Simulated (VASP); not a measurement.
# C: single point with PBEsol

The system is C.

```
CELL_PARAMETERS angstrom
2.49813 0.00000 0.00000
-1.24907 2.16344 0.00000
0.00000 0.00000 4.22300
ATOMIC_POSITIONS crystal
C 0.33333 0.66667 0.99974
C 0.66667 0.33333 0.49974
C 0.33333 0.66667 0.37426
C 0.66667 0.33333 0.87426
```

This cell differs from its parent crystal: strained cell.

| Quantity | Value |
| --- | --- |
| Program | VASP 6.6.1 |
| Task | single point |
| Functional | PBEsol |
| Potentials or basis | VASP PAW PBE potentials, release 64 (C) |
| Cutoff | 520 eV |
| k mesh | 9 × 9 × 6 |
| Occupations | gaussian, width 0.02 eV |
| Spin | no spin polarisation |
| Dipole correction | no |
| Further INCAR settings | ALGO = Normal; EDIFF = 1e-06; NBANDS = 16 |

The pressure is -5.2 GPa. The largest force is 0.013 eV/Å and the band gap on the k mesh is 3.09 eV, indirect (least direct gap 4.85 eV).

Forces on the atoms (eV/Å):
```
C    0.000  0.000  0.013
C    0.000  0.000  0.013
C    0.000  0.000 -0.013
C    0.000  0.000 -0.013
```

Stress tensor (GPa, compression positive):
```
  1.22   0.00   0.00
  0.00   1.22   0.00
  0.00   0.00 -17.99
```

Levels at points of the mesh, in eV from the valence-band top:
| k point | band 4 | band 5 | band 6 | band 7 | band 8 | band 9 | band 10 | band 11 | band 12 | band 13 |
| --- | --- | --- | --- | --- | --- | --- | --- | --- | --- | --- |
| (0.00, 0.00, 0.00) | -2.92 | -2.92 | -0.48 | 0.00 | 0.00 | 4.85 | 5.10 | 5.10 | 8.44 | 9.46 |
| (0.00, 0.00, 0.50) | -7.20 | -1.74 | -1.74 | -1.74 | -1.74 | 7.28 | 7.28 | 7.28 | 7.28 | 7.77 |

It took 17 s on 1 thread of Intel(R) Xeon(R) Platinum 8259CL CPU @ 2.50GHz (Skylake/Cascade Lake), on a shared host, peak memory 0.13 GiB.

Caveat: the cell differs from its parent crystal (strained cell); the PAW data sets were made with another functional, which shifts forces and pressure a little. A k mesh can miss the band edges.
